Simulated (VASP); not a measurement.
Input of a VASP 6.6.1 run:

Contents of INCAR:

```
SYSTEM = Zr3SN4
PREC = Accurate ; ENCUT = 600
EDIFF = 1E-7 ; ISMEAR = 0
SIGMA = 0.1 ; LREAL = .FALSE.
LASPH = .TRUE. ; NELM = 100
ALGO = Normal ; ISIF = 3
LWAVE = .FALSE. ; LCHARG = .FALSE.
GGA = PE ; IBRION = 2
NSW = 100 ; EDIFFG = -0.01
```

KPOINTS

```
Automatic mesh
0
G
  8 8 8
  0 0 0
```

The input POSCAR:

```
Zr3SN4
1.0
    5.0598942586      0.0000000000      0.0000000000
    0.0000000000      5.0598942586      0.0000000000
    0.0000000000      0.0000000000      5.0598942586
Zr S N
3 1 4
Direct
    0.0000000000      0.5000000000      0.5000000000
    0.5000000000      0.5000000000      0.0000000000
    0.5000000000      0.0000000000      0.5000000000
    0.0000000000      0.0000000000      0.0000000000
    0.7090859973      0.7090859973      0.2909140027
    0.7090859973      0.2909140027      0.7090859973
    0.2909140027      0.7090859973      0.7090859973
    0.2909140027      0.2909140027      0.2909140027
```

Potentials or basis: VASP PAW PBE potentials, release 64 (Zr_sv, S, N).

Launch:

```sh
$ cat potpaw_PBE.64/Zr_sv/POTCAR potpaw_PBE.64/S/POTCAR potpaw_PBE.64/N/POTCAR > POTCAR
$ mpirun -np 1 vasp_std > vasp.out
```

(1) Estimate the band gap on the k mesh.

(2) Estimate the relaxed cell.

(3) What does it give for the relaxed volume?

(4) What does it give for the space group after relaxing (to 0.1 Å)?

## Answers

(1) zero (bands 31 and 32 overlap by 0.94 eV).

(2) a = 5.063 Å, b = 5.063 Å, c = 5.063 Å, α = 90.00°, β = 90.00°, γ = 90.00°.

(3) 16.23 Å³/atom.

(4) P-43m (No. 215).
